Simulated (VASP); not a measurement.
# Ni (Im-3m) in VASP: further runs, part 2 of 2

VASP 6.6.1. The steps go on from the part before.

### Step 3. Single point, B3LYP, collinear spin, ferromagnetic start

This run uses another cell than the first one, of 10.60 Å³/atom.

POSCAR

```
Ni
1.0
   -1.3837154700      1.3837154700      1.3837154700
    1.3837154700     -1.3837154700      1.3837154700
    1.3837154700      1.3837154700     -1.3837154700
Ni
1
Direct
    0.0000000000      0.0000000000      0.0000000000
```

INCAR.step1

```
PREC = Accurate ; ENCUT = 520
EDIFF = 1E-5 ; ISMEAR = -1
SIGMA = 0.05 ; LREAL = F
LASPH = T ; NELM = 150
ALGO = Normal ; ISIF = 2
LWAVE = T ; LCHARG = F
ISPIN = 2 ; MAGMOM = 1
LORBIT = 11 ; LMAXMIX = 4
NBANDS = 15 ; GGA = PE
```

INCAR.step2

```
PREC = Accurate ; ENCUT = 520
EDIFF = 1E-6 ; ISMEAR = -1
SIGMA = 0.05 ; LREAL = F
LASPH = T ; NELM = 150
ALGO = Normal ; ISIF = 2
LWAVE = F ; LCHARG = F
ISPIN = 2 ; MAGMOM = 1
LORBIT = 11 ; LMAXMIX = 4
GGA = B3 ; LHFCALC = T
AEXX = 0.2 ; AGGAX = 0.72
AGGAC = 0.81 ; ALDAC = 0.19
PRECFOCK = Normal ; NBANDS = 15
ISTART = 1
```

KPOINTS

```
regular mesh
0
Gamma
  7 7 7
```

Potentials or basis: VASP PAW PBE potentials, release 64 (Ni).

The run is started by

```bash
$ cat potpaw_PBE.64/Ni/POTCAR > POTCAR
$ cp INCAR.step1 INCAR
$ mpirun -np 1 vasp_std > vasp.out
$ cp INCAR.step2 INCAR
$ mpirun -np 1 vasp_std > vasp.out
```

OUTCAR:

```text
PREC = Accurate
   ENCUT = 520
   EDIFF = 1E-6
   ISMEAR = -1
   LREAL = F
   LASPH = T
   NELM = 150
   ISIF = 2
   ISPIN = 2
   LORBIT = 11
   GGA = B3
   LHFCALC = T
   AEXX = 0.2
   PRECFOCK = Normal
   ISTART = 1

 ion  position               nearest neighbor table
   1  0.000  0.000  0.000-

  LATTYP: Found a body centered cubic cell.
 ALAT       =     2.7674309400

  Lattice vectors:

 A1 = (  -1.3837154700,   1.3837154700,   1.3837154700)
 A2 = (   1.3837154700,  -1.3837154700,   1.3837154700)
 A3 = (   1.3837154700,   1.3837154700,  -1.3837154700)

Analysis of symmetry for initial positions (statically):
=====================================================================
 Subroutine PRICEL returns:
 Original cell was already a primitive cell.

 Routine SETGRP: Setting up the symmetry group for a
 body centered cubic supercell.

 Subroutine GETGRP returns: Found 48 space group operations
 (whereof 48 operations were pure point group operations)
 out of a pool of 48 trial point group operations.

The static configuration has the point symmetry O_h .

[... 560 lines left out ...]
     12      44.6105      0.00000
     13      44.6105      0.00000
     14      44.6105      0.00000
[... 329 lines left out ...]
      2       4.2893      1.00000
      3      10.4021      0.00000
      4      10.4021      0.00000
      5      10.7192      0.00000
      6      18.2499      0.00000
      7      21.7361      0.00000
      8      21.7361      0.00000
      9      27.5343      0.00000
     10      28.8792      0.00000
     11      33.3791      0.00000
     12      51.9912      0.00000
     13      57.5044      0.00000
     14      57.5044      0.00000
     15      59.8710      0.00000

------------------------ aborting loop because EDIFF is reached ----------------------------------------

  FORCE on cell =-STRESS in cart. coord.  units (eV):
  Direction    XX          YY          ZZ          XY          YZ          ZX
  --------------------------------------------------------------------------------------
  -------------------------------------------------------------------------------------
  Total        0.6705583      0.6705583      0.6705583      0.0000000      0.0000000      0.0000000
  in kB      101.3787102    101.3787102    101.3787102      0.0000000      0.0000000      0.0000000
  external PRESSURE =     101.3787102 kB  Pullay stress =       0.0000000 kB

 VOLUME and BASIS-vectors are now :
 -----------------------------------------------------------------------------
  energy-cutoff  :      520.00
  volume of cell :       10.60
      direct lattice vectors                 reciprocal lattice vectors
    -1.383715470  1.383715470  1.383715470     0.000000000  0.361345964  0.361345964
     1.383715470 -1.383715470  1.383715470     0.361345964  0.000000000  0.361345964
     1.383715470  1.383715470 -1.383715470     0.361345964  0.361345964  0.000000000

 POSITION                                       TOTAL-FORCE (eV/Angst)
 -----------------------------------------------------------------------------------
      0.00000      0.00000      0.00000         0.000000     -0.000000      0.000000
 -----------------------------------------------------------------------------------
    total drift:                                0.000000      0.000000      0.000000

  FREE ENERGIE OF THE ION-ELECTRON SYSTEM (eV)
  ---------------------------------------------------
  free  energy   TOTEN  =        -5.7152731414 eV

  energy  without entropy=       -5.7144774845  energy(sigma->0) =       -5.71487531

 total charge

# of ion       s       p       d       tot
------------------------------------------
    1        0.495   0.459   8.496   9.449

 magnetization (x)

# of ion       s       p       d       tot
------------------------------------------
    1       -0.021  -0.018   0.574   0.536
```

OSZICAR.step1:

```text
N       E                     dE             d eps       ncg     rms          rms(c)
DAV:   1     0.321350745976E+02    0.32135E+02   -0.40568E+03  1288   0.884E+02
DAV:   2    -0.500486443295E+01   -0.37140E+02   -0.34902E+02  1361   0.160E+02
DAV:   3    -0.631494842542E+01   -0.13101E+01   -0.12929E+01  1502   0.297E+01
DAV:   4    -0.632233728964E+01   -0.73889E-02   -0.73875E-02  1445   0.211E+00
DAV:   5    -0.632241487311E+01   -0.77583E-04   -0.77584E-04  1577   0.198E-01    0.995E+00
DAV:   6    -0.564642943548E+01    0.67599E+00   -0.11088E+01  1669   0.372E+01    0.543E+00
DAV:   7    -0.540660016435E+01    0.23983E+00   -0.21941E+00  1530   0.139E+01    0.209E+00
DAV:   8    -0.538470131473E+01    0.21899E-01   -0.53367E-02  1724   0.196E+00    0.863E-01
DAV:   9    -0.538270146744E+01    0.19998E-02   -0.17674E-03  1818   0.270E-01    0.238E-01
DAV:  10    -0.538230345053E+01    0.39802E-03   -0.25315E-04  1828   0.110E-01    0.319E-02
DAV:  11    -0.538229832932E+01    0.51212E-05   -0.10653E-05  1205   0.336E-02
   1 F= -.53822983E+01 E0= -.53776491E+01  d E =-.929850E-02  mag=     0.5216
```

Run time: 33 min. Hardware: 1 thread of Intel Xeon 8259CL, shared host; peak memory 0.14 GiB.

Results:

| Quantity | Value |
| --- | --- |
| Free energy | -5.7153 eV |
| Pressure | 10.1 GPa |
| Net moment | 0.53 μB per cell |
| Site moments | Ni +0.54 μB |
| Valence electrons inside the program's atomic spheres | Ni 9.45 |

Caveat: the k points lie up to 0.46 Å⁻¹ apart; the PAW data sets were made with another functional, which shifts forces and pressure a little.

### Step 4. Single point, PBEsol, collinear spin, ferromagnetic start

This run uses another cell than the first one, of 10.60 Å³/atom.

INCAR

```
SYSTEM = Ni
ALGO = Normal
EDIFF = 1E-6
ENCUT = 690
GGA = PS
GGA_COMPAT = .False.
ISIF = 2
ISMEAR = -1
ISPIN = 2
LASPH = .True.
LCHARG = .False.
LMAXMIX = 4
LORBIT = 11
LREAL = .False.
LWAVE = .False.
MAGMOM = 0.8
NBANDS = 19
NELM = 200
NUPDOWN = 0.8
PREC = Accurate
SIGMA = 0.05
```

KPOINTS

```
k-points
0
Gamma
  11 11 11
  0 0 0
```

POSCAR is that of step 3.

Potentials or basis: VASP PAW PBE potentials, release 64 (Ni_sv_GW).

The run is started by

```bash
$ cat potpaw_PBE.64/Ni_sv_GW/POTCAR > POTCAR
$ mpirun -np 1 vasp_std > vasp.out
```

It took 37 s on 1 thread of AMD EPYC 7R13 (Zen 3), shared host; peak memory 0.15 GiB.

Results (log left out):

* Free energy: -6.9314 eV
* Pressure: -1.4 GPa
* Net moment: 0.80 μB per cell
* Site moments: Ni +0.82 μB
* Valence electrons inside the program's atomic spheres: Ni 16.37

Caveat: the PAW data sets were made with another functional, which shifts forces and pressure a little; the total moment is fixed, so each spin has its own Fermi level and the state may be an excited one.

### Step 5. Summary

| level | potentials or basis | fixed moment (μB) | cell | k mesh | cutoff (eV) | grid for exact exchange (PRECFOCK) | share of exact exchange | gap on the mesh (eV) | pressure (GPa) | moment (μB) |
| --- | --- | --- | --- | --- | --- | --- | --- | --- | --- | --- |
| r2SCAN | VASP PAW PBE potentials, release 64 (Ni_sv_GW) | - | a = 2.444 Å, angles 109.5°, 1 atom | 13 × 13 × 13 | 650 | - | - | none | -14.3 | 0.66 |
| B3LYP | VASP PAW PBE potentials, release 64 (Ni) | - | a = 2.397 Å, angles 109.5°, 1 atom | 7 × 7 × 7 | 520 | Normal | 0.2 | none | 10.1 | 0.53 |
| PBEsol | VASP PAW PBE potentials, release 64 (Ni_sv_GW) | 0.8 | a = 2.397 Å, angles 109.5°, 1 atom | 11 × 11 × 11 | 690 | - | - | - | -1.4 | 0.80 |

Alike in all rows: task single point; spin collinear, ferromagnetic start; smearing fermi-dirac 0.05 eV.

Caveats: some runs use coarse meshes; the PAW data sets were made with another functional, which shifts forces and pressure a little; the cell stands under tension (at least some runs); the total moment is fixed, so each spin has its own Fermi level and the state may be an excited one (at least some runs).

Absolute energies hang on the potentials; compare differences alone.
